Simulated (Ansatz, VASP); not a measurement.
## NaCl: VASP beside Ansatz

Contents of INCAR:

```
ALGO = Normal
EDIFF = 1E-7
ENCUT = 520
GGA = PE
ISIF = 2
ISMEAR = 0
LASPH = T
LCHARG = F
LREAL = F
LWAVE = F
NBANDS = 14
NELM = 80
PREC = Accurate
SIGMA = 0.1
```

File KPOINTS:

```
k-points
0
Gamma
  7 7 7
```

File POSCAR:

```
NaCl
1.0
    0.0000000000      2.9129500000      2.9129500000
    2.9129500000      0.0000000000      2.9129500000
    2.9129500000      2.9129500000      0.0000000000
Na Cl
1 1
Direct
    0.0000000000      0.0000000000      0.0000000000
    0.5000000000      0.5000000000      0.5000000000
```

Input for Ansatz:

```yaml
crystal:
  lattice:
    - [0.0, 2.91295, 2.91295]
    - [2.91295, 0.0, 2.91295]
    - [2.91295, 2.91295, 0.0]
  atoms:
    - { symbol: Na, position: [0.0, 0.0, 0.0] }
    - { symbol: Cl, position: [0.5, 0.5, 0.5] }
hamiltonian:
  xc: pbe
  pseudopotentials: { kind: paw }
basis:
  ecutwfc: 420
kpoints:
  mp_grid: { grid: [7, 7, 7] }
scf:
  occupations: { method: gaussian, width: 0.1 }
  lower_state_search: "off"
  algorithm: density_mixing
  max_iter: 50
  mixing: { algorithm: broyden, beta: 0.7, preconditioner: ldos }
output:
  forces: true
  stress: true
```

Alike in both runs: task single point; functional PBE; k mesh 7 × 7 × 7; occupations gaussian, width 0.1 eV; no spin polarisation.

|  | VASP | Ansatz |
| --- | --- | --- |
| version | VASP 6.6.1 | Ansatz 0.2.0 |
| potentials or method | VASP PAW PBE potentials, release 64 (Na_pv, Cl), cutoff 520 eV | PAW, plane waves, scalar-relativistic |
| valence electrons in the cell | 14 | 16 |

```csv
,VASP,Ansatz,Ansatz less VASP
pressure (GPa),-1.4,-1.4,+0.03
```

With one functional, cell and mesh, what is left measures potentials, basis and numerics. VASP's potentials hold 14 valence electrons a cell and Ansatz's 16, so a difference there can come from the potentials and not from the codes.
